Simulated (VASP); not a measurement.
# SnSe2 (P-3m1) in VASP: a series of runs

SnSe2 is run at these levels: PBEsol; tasks: electric field gradients, vibrations by perturbation theory.

Everything below comes from runs of VASP 6.6.1. Logs are shortened: lines on timing, memory, paths and dates and some standing lists are left out, and cuts for length are marked.

### Step 1. The cell of the first run

It takes space group P-3m1 (No. 164, trigonal). Conventional cell: a = 3.817 Å, b = 3.817 Å, c = 6.167 Å, α = 90.00°, β = 90.00°, γ = 120.00°. Within 3.6 Å of Sn (site symmetry -3m) lie 6 Se at 2.72 Å. Se (site symmetry 3m) has 3 Sn at 2.72 Å and 12 Se at 3.72 to 3.86 Å within 3.9 Å.

### Step 2. Electric field gradients, PBEsol

Contents of INCAR:

```
SYSTEM = SnSe2
ALGO = Normal ; EDIFF = 1E-8
ENCUT = 520 ; GGA = PS
ISIF = 2 ; ISMEAR = 0
LASPH = .TRUE. ; LCHARG = .FALSE.
LEFG = .TRUE. ; LREAL = .FALSE.
LWAVE = .FALSE. ; NBANDS = 20
NELM = 80 ; PREC = Accurate
SIGMA = 0.05
```

Contents of KPOINTS:

```
k-points
0
G
  10 10 6
  0 0 0
```

Contents of POSCAR:

```
SnSe2
1.0
    3.8172006016      0.0000000000      0.0000000000
   -1.9086003008      3.3057926923      0.0000000000
    0.0000000000      0.0000000000      6.1667051912
Sn Se
1 2
Direct
    0.0000000000      0.0000000000      0.0000000000
    0.3333333333      0.6666666667      0.2573338118
    0.6666666667      0.3333333333      0.7426661882
```

Potentials or basis: VASP PAW PBE potentials, release 64 (Sn_d, Se).

Launch:

```bash
cat potpaw_PBE.64/Sn_d/POTCAR potpaw_PBE.64/Se/POTCAR > POTCAR
mpirun -np 1 vasp_std > vasp.out
```

OUTCAR:

```text
SYSTEM = SnSe2
   EDIFF = 1E-8
   ENCUT = 520
   GGA = PS
   ISIF = 2
   ISMEAR = 0
   LASPH = .TRUE.
   LREAL = .FALSE.
   NELM = 80
   PREC = Accurate

 ion  position               nearest neighbor table
   1  0.000  0.000  0.000-   2 2.72   3 2.72   2 2.72   3 2.72   3 2.72   2 2.72
   2  0.333  0.667  0.257-   1 2.72   1 2.72   1 2.72
   3  0.667  0.333  0.743-   1 2.72   1 2.72   1 2.72

  LATTYP: Found a hexagonal cell.
 ALAT       =     3.8172006016
 C/A-ratio  =     1.6155046158

  Lattice vectors:

 A1 = (   3.8172006016,   0.0000000000,   0.0000000000)
 A2 = (  -1.9086003008,   3.3057926923,   0.0000000000)
 A3 = (   0.0000000000,   0.0000000000,   6.1667051912)

Analysis of symmetry for initial positions (statically):
=====================================================================
 Subroutine PRICEL returns:
 Original cell was already a primitive cell.

 Routine SETGRP: Setting up the symmetry group for a
 hexagonal supercell.

 Subroutine GETGRP returns: Found 12 space group operations
 (whereof 12 operations were pure point group operations)
 out of a pool of 24 trial point group operations.

The static configuration has the point symmetry D_3d.

Analysis of symmetry for dynamics (positions and initial velocities):
=====================================================================
 Subroutine PRICEL returns:
 Original cell was already a primitive cell.

 Routine SETGRP: Setting up the symmetry group for a
 hexagonal supercell.

 Subroutine GETGRP returns: Found 12 space group operations
 (whereof 12 operations were pure point group operations)
 out of a pool of 24 trial point group operations.

The dynamic configuration has the point symmetry D_3d.

 Subroutine INISYM returns: Found 12 space group operations
 (whereof 12 operations are pure point group operations),
 and found     1 'primitive' translations

----------------------------------------------------------------------------------------

                                     Primitive cell

  volume of cell :      77.8169

  direct lattice vectors                    reciprocal lattice vectors
     3.817200602  0.000000000  0.000000000     0.261972085  0.151249654  0.000000000
    -1.908600301  3.305792692  0.000000000     0.000000000  0.302499307  0.000000000
     0.000000000  0.000000000  6.166705191     0.000000000  0.000000000  0.162161149

  length of vectors
     3.817200602  3.817200602  6.166705191     0.302499307  0.302499307  0.162161149

  position of ions in fractional coordinates (direct lattice)
     0.000000000  0.000000000  0.000000000
     0.333333333  0.666666667  0.257333812
     0.666666667  0.333333333  0.742666188

  ion indices of the primitive-cell ions
   primitive index   ion index
                 1           1
                 2           2
                 3           3

----------------------------------------------------------------------------------------

 KPOINTS: k-points

Automatic generation of k-mesh.
 Grid dimensions read from file:
 generate k-points for:   10   10    6

 Generating k-lattice:

  Cartesian coordinates                     Fractional coordinates (reciprocal lattice)
     0.026197208  0.015124965  0.000000000     0.100000000 -0.000000000  0.000000000
     0.000000000  0.030249931  0.000000000     0.000000000  0.100000000  0.000000000
     0.000000000  0.000000000  0.027026858     0.000000000  0.000000000  0.166666667

  Length of vectors
     0.030249931  0.030249931  0.027026858

  Shift w.r.t. Gamma in fractional coordinates (k-lattice)
     0.000000000  0.000000000  0.000000000

 Subroutine IBZKPT returns following result:
 ===========================================

 Found     72 irreducible k-points:

 Following reciprocal coordinates:
            Coordinates               Weight
  0.000000  0.000000  0.000000      1.000000
  0.100000 -0.000000  0.000000      6.000000
  0.200000 -0.000000  0.000000      6.000000
  0.300000  0.000000  0.000000      6.000000
  0.400000 -0.000000  0.000000      6.000000
  0.500000 -0.000000  0.000000      3.000000
[... 16 lines left out ...]
  0.000000  0.400000  0.166667      6.000000
  0.500000 -0.000000  0.166667      6.000000
 [... further k-points ...]
   k-points           NKPTS =     72   k-points in BZ     NKDIM =     72   number of bands    NBANDS=     20
   number of dos      NEDOS =    301   number of ions     NIONS =      3
   total plane-waves  NPLWV =  37632
   dimension x,y,z NGX =    28 NGY =   28 NGZ =   48
   dimension x,y,z NGXF=    56 NGYF=   56 NGZF=   96
   ions per type =               1   2
   NGX,Y,Z   is equivalent  to a cutoff of  12.19, 12.19, 12.94 a.u.
   NGXF,Y,Z  is equivalent  to a cutoff of  24.39, 24.39, 25.88 a.u.
 SYSTEM =  SnSe2
   PREC   = accura    normal or accurate (medium, high low for compatibility)
   ISTART =      0    job   : 0-new  1-cont  2-samecut
   ICHARG =      2    charge: 1-file 2-atom 10-const
   ISPIN  =      1    spin polarized calculation?
   LNONCOLLINEAR =      F non collinear calculations
   LSORBIT =      F    spin-orbit coupling
   LASPH  =      T    aspherical Exc in radial PAW
   ENCUT  =  520.0 eV  38.22 Ry    6.18 a.u.   7.10  7.10 11.47*2*pi/ulx,y,z
   NELM   =     80;   NELMIN=  2; NELMDL= -5     # of ELM steps
   EDIFF  = 0.1E-07   stopping-criterion for ELM
   LREAL  =      F    real-space projection
   EDIFFG = 0.1E-06   stopping-criterion for IOM
   NSW    =      0    number of steps for IOM
   IBRION =     -1    ionic relax: 0-MD 1-quasi-New 2-CG
   NFREE  =      0    steps in history (QN), initial steepest desc. (CG)
   ISIF   =      2    stress and relaxation
   ISYM   =      2    0-nonsym 1-usesym 2-fastsym
   POTIM  = 0.5000    time-step for ionic-motion
   TEBEG  =    0.0;   TEEND  =   0.0 temperature during run
   PSTRESS=    0.0 pullay stress
   NELECT =      26.0000    total number of electrons
   NUPDOWN=      -1.0000    fix difference up-down
   EMIN   =  10.00;   EMAX   =-10.00  energy-range for DOS
   EFERMI =   0.00;   METHOD = LEGACY
   ISMEAR =     0;   SIGMA  =   0.05  broadening in eV -4-tet -1-fermi 0-gaus
   EFERMI_NEDOS =   21; number of points for ismear=-14 and -15
   IALGO  =     38    algorithm
   IMIX   =      4    mixing-type and parameters
     AMIX     =   0.40;   BMIX     =  1.00
     AMIX_MAG =   1.60;   BMIX_MAG =  1.00
  volume/ion in A,a.u.               =      25.94       175.04
  Fermi-wavevector in a.u.,A,eV,Ry     =   1.135990  2.146711 17.557969  1.290474
  Thomas-Fermi vector in A             =   2.272695
   LORBIT       =      0    0 simple, 1 ext, 2 COOP (PROOUT), +10 PAW based schemes
   GGA     = PS    functional components
   LHFCALC =     F    Hartree Fock is set to
   AEXX    =    0.0000 exact exchange contribution
   IVDW    =     0    specifies the selected vdW correction
   LEPSILON=     F    determine dielectric tensor
   LRPA    =     F    only Hartree local field effects (RPA)
 non-spin polarized calculation
 Gauss-broadening in eV      SIGMA  =   0.05
  energy-cutoff  :      520.00
  volume of cell :       77.82
 maximum number of plane-waves:      2112
   NGX = 15   NGY = 15   NGZ = 23

 number of electron      26.0000004 magnetization

 Free energy of the ion-electron system (eV)
  ---------------------------------------------------
  ext. energy  EPLUGINS =         0.00000000
  ---------------------------------------------------
  free energy    TOTEN  =       -12.98347337 eV

  energy without entropy =      -12.98347337  energy(sigma->0) =      -12.98347337

 E-fermi :   4.2907     XC(G=0):  -9.6432

 val. band max:        4.0153092309   @ k =   0.1000   0.1000   0.0000
 cond. band min:       4.5477359663   @ k =   0.5000  -0.0000   0.3333
 fundamental gap:      0.5324267354
 Fermi energy:         4.2907108086

 k-point     1 :       0.0000    0.0000    0.0000
  band No.  band energies     occupation
      1     -17.1502      2.00000
      2     -17.1502      2.00000
      3     -17.1124      2.00000
      4     -17.1000      2.00000
      5     -17.1000      2.00000
      6      -9.8499      2.00000
[... 12 lines left out ...]
     19      12.9560      0.00000
     20      12.9560      0.00000

 k-point     2 :       0.1000   -0.0000    0.0000
  band No.  band energies     occupation
      1     -17.1543      2.00000
      2     -17.1464      2.00000
      3     -17.1097      2.00000
      4     -17.1026      2.00000
      5     -17.0997      2.00000
      6      -9.7518      2.00000
[... 12 lines left out ...]
     19      12.2430      0.00000
     20      13.0603      0.00000

 k-point     3 :       0.2000   -0.0000    0.0000
  band No.  band energies     occupation
      1     -17.1665      2.00000
      2     -17.1377      2.00000
      3     -17.1103      2.00000
      4     -17.1002      2.00000
      5     -17.0976      2.00000
      6      -9.4674      2.00000
[... 12 lines left out ...]
     19      12.0030      0.00000
     20      13.3249      0.00000

 k-point     4 :       0.3000    0.0000    0.0000
  band No.  band energies     occupation
      1     -17.1832      2.00000
      2     -17.1307      2.00000
      3     -17.1171      2.00000
      4     -17.0912      2.00000
      5     -17.0895      2.00000
      6      -9.0329      2.00000
[... 12 lines left out ...]
     19      12.5558      0.00000
     20      13.6071      0.00000

 k-point     5 :       0.4000   -0.0000    0.0000
  band No.  band energies     occupation
      1     -17.1973      2.00000
      2     -17.1281      2.00000
      3     -17.1222      2.00000
      4     -17.0829      2.00000
      5     -17.0806      2.00000
      6      -8.5414      2.00000
[... 12 lines left out ...]
     19      13.4621      0.00000
     20      14.2559      0.00000
[... 353 lines left out ...]
      6      -8.9937      2.00000
[... 12 lines left out ...]
     19      12.2110      0.00000
     20      12.9022      0.00000

 k-point    22 :       0.4000   -0.0000    0.1667
  band No.  band energies     occupation
      1     -17.1974      2.00000
      2     -17.1281      2.00000
      3     -17.1222      2.00000
      4     -17.0829      2.00000
      5     -17.0806      2.00000
      6      -8.5088      2.00000
[... 12 lines left out ...]
     19      13.8193      0.00000
     20      14.8171      0.00000

 k-point    23 :       0.0000    0.4000    0.1667
  band No.  band energies     occupation
      1     -17.1974      2.00000
      2     -17.1281      2.00000
      3     -17.1222      2.00000
      4     -17.0829      2.00000
      5     -17.0806      2.00000
      6      -8.5108      2.00000
[... 12 lines left out ...]
     19      12.7120      0.00000
     20      14.1198      0.00000

 k-point    24 :       0.5000   -0.0000    0.1667
  band No.  band energies     occupation
      1     -17.2029      2.00000
      2     -17.1277      2.00000
      3     -17.1241      2.00000
      4     -17.0791      2.00000
      5     -17.0772      2.00000
      6      -8.2305      2.00000
[... 12 lines left out ...]
     19      13.4309      0.00000
     20      14.8801      0.00000

 [... further k-points ...]

------------------------ aborting loop because EDIFF is reached ----------------------------------------

  FORCE on cell =-STRESS in cart. coord.  units (eV):
  Direction    XX          YY          ZZ          XY          YZ          ZX
  --------------------------------------------------------------------------------------
  -------------------------------------------------------------------------------------
  Total        0.0488948      0.0488948      0.0389323      0.0000000      0.0000000      0.0000000
  in kB        1.0066982      1.0066982      0.8015799      0.0000000      0.0000000      0.0000000
  external PRESSURE =       0.9383254 kB  Pullay stress =       0.0000000 kB

 VOLUME and BASIS-vectors are now :
 -----------------------------------------------------------------------------
  energy-cutoff  :      520.00
  volume of cell :       77.82
      direct lattice vectors                 reciprocal lattice vectors
     3.817200602  0.000000000  0.000000000     0.261972085  0.151249654  0.000000000
    -1.908600301  3.305792692  0.000000000     0.000000000  0.302499307  0.000000000
     0.000000000  0.000000000  6.166705191     0.000000000  0.000000000  0.162161149

 POSITION                                       TOTAL-FORCE (eV/Angst)
 -----------------------------------------------------------------------------------
      0.00000      0.00000      0.00000        -0.000000      0.000000      0.000000
     -0.00000      2.20386      1.58690         0.000000     -0.000000      0.018660
      1.90860      1.10193      4.57980        -0.000000      0.000000     -0.018660
 -----------------------------------------------------------------------------------
    total drift:                               -0.000000     -0.000000      0.000000

  FREE ENERGIE OF THE ION-ELECTRON SYSTEM (eV)
  ---------------------------------------------------
  free  energy   TOTEN  =       -12.9834733681 eV

  energy  without entropy=      -12.9834733681  energy(sigma->0) =      -12.98347337

 Electric field gradients (V/A^2)
---------------------------------------------------------------------
 ion       V_xx      V_yy      V_zz      V_xy      V_xz      V_yz
---------------------------------------------------------------------
   1      -0.760    -0.760     1.520     0.000    -0.000     0.000
   2      29.454    29.454   -58.908    -0.000     0.000    -0.000
   3      29.454    29.454   -58.908    -0.000     0.000    -0.000
---------------------------------------------------------------------

 Electric field gradients after diagonalization (V/A^2)
 (convention: |V_zz| > |V_xx| > |V_yy|)
----------------------------------------------------------------------
 ion       V_xx      V_yy      V_zz     asymmetry (V_yy - V_xx)/ V_zz
----------------------------------------------------------------------
   1      -0.760    -0.760     1.520       0.000
   2      29.455    29.454   -58.908       0.000
   3      29.455    29.454   -58.908       0.000
----------------------------------------------------------------------

           NMR quadrupolar parameters

 Cq : quadrupolar parameter    Cq=e*Q*V_zz/h
 eta: asymmetry parameters     (V_yy - V_xx)/ V_zz
 Q  : nuclear electric quadrupole moment in mb (millibarn)
----------------------------------------------------------------------
 ion       Cq(MHz)       eta       Q (mb)
----------------------------------------------------------------------
   1       0.004       0.000       1.000
   2      -0.142       0.000       1.000
   3      -0.142       0.000       1.000
----------------------------------------------------------------------
```

It took 62 s on 1 thread of AMD EPYC 9R45 (Zen 5), shared host; peak memory 0.22 GiB.

Results:

| Property | Result |
| --- | --- |
| Free energy | -12.9835 eV |
| Pressure | 0.1 GPa |
| Largest force | 0.019 eV/Å |
| Band gap on the k mesh | 0.53 eV (least direct gap 1.00 eV) |
| Largest electric field gradient by atom | Sn +1.5; Se -58.9 V/Å² |

Forces on the atoms (eV/Å):
```
Sn   0.000  0.000  0.000
Se   0.000  0.000  0.019
Se   0.000  0.000 -0.019
```

Electric field gradients, principal values (V/Å²):
| atom | least | middle | greatest (by size) |
| --- | --- | --- | --- |
| 1 Sn | -0.760 | -0.760 | 1.520 |
| 2 Se | 29.454 | 29.455 | -58.908 |
| 3 Se | 29.454 | 29.455 | -58.908 |

Caveat: without QUAD_EFG the Cq values of the log hold for a quadrupole moment of 1 mb, not for the nuclei; the PAW data sets were made with another functional, which shifts forces and pressure a little; spin-orbit coupling is left out, which moves the levels of the heavy elements; this functional lacks dispersion, which binds the layers, so the pressure and a relaxed spacing across them are unreliable. A k mesh can miss the band edges.

[end of part 1 of 2]
